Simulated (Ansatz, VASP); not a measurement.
## BaTiO3: VASP beside Ansatz

INCAR

```
ALGO = Normal
EDIFF = 1E-6
ENCUT = 520
GGA = PE
ISIF = 2
ISMEAR = 0
LASPH = T
LCHARG = T
LELF = T
LREAL = F
LVHAR = T
LWAVE = F
NBANDS = 28
NELM = 100
PREC = Accurate
SIGMA = 0.01
```

File KPOINTS:

```
k-points
0
Gamma
  6 6 6
```

The input POSCAR:

```
BaTiO3
1.0
    4.0255819495      0.0000000000      0.0000000000
    0.0000000000      4.0255819495      0.0000000000
    0.0000000000      0.0000000000      4.2396030839
Ba Ti O
1 1 3
Direct
    0.0000000000      0.0000000000     -0.0104426122
    0.5000000000      0.5000000000      0.4722700988
    0.5000000000      0.5000000000      0.0405145067
    0.5000000000      0.0000000000      0.5203290034
    0.0000000000      0.5000000000      0.5203290034
```

Input for Ansatz:

```yaml
crystal:
  lattice:
    - [4.0255819495, 0.0, 0.0]
    - [0.0, 4.0255819495, 0.0]
    - [0.0, 0.0, 4.2396030839]
  atoms:
    - { symbol: Ba, position: [0.0, 0.0, -0.0104426122] }
    - { symbol: Ti, position: [0.5, 0.5, 0.4722700988] }
    - { symbol: O, position: [0.5, 0.5, 0.0405145067] }
    - { symbol: O, position: [0.5, 0.0, 0.5203290034] }
    - { symbol: O, position: [0.0, 0.5, 0.5203290034] }
kpoints:
  mp_grid: { grid: [6, 6, 6] }
hamiltonian:
  xc: pbe
scf:
  occupations: { method: fixed }
  n_extra_bands: 5
output:
  forces: true
  stress: true
  eigenvalues: true
```

Alike in both runs: task single point; functional PBE; k mesh 6 × 6 × 6; no spin polarisation.

|  | VASP | Ansatz |
| --- | --- | --- |
| version | VASP 6.6.1 | Ansatz 0.2.0 |
| potentials or method | VASP PAW PBE potentials, release 64 (Ba_sv, Ti_sv, O) | plane waves, PAW |
| plane-wave cutoff (eV) | 520 | 420 |
| occupations | gaussian, width 0.01 eV | fixed |
| valence electrons in the cell | 40 | 40 |

Ansatz gave:

```
gap on the k mesh at the Fermi level (eV)                     : 1.78
pressure (GPa)                                                : -4.3
traceless stress, the component that is largest in VASP (GPa) : 0.12
rms of the force components (eV/Å)                            : 0.123
```

Problem. Estimate VASP's values.

Solution. gap on the k mesh at the Fermi level (eV): 1.73; pressure (GPa): -2.9; traceless stress, the component that is largest in VASP (GPa): 0.15; rms of the force components (eV/Å): 0.095.

Atom by atom the forces differ by 0.032 eV/Å (rms over components).

Spin-orbit coupling is off throughout.
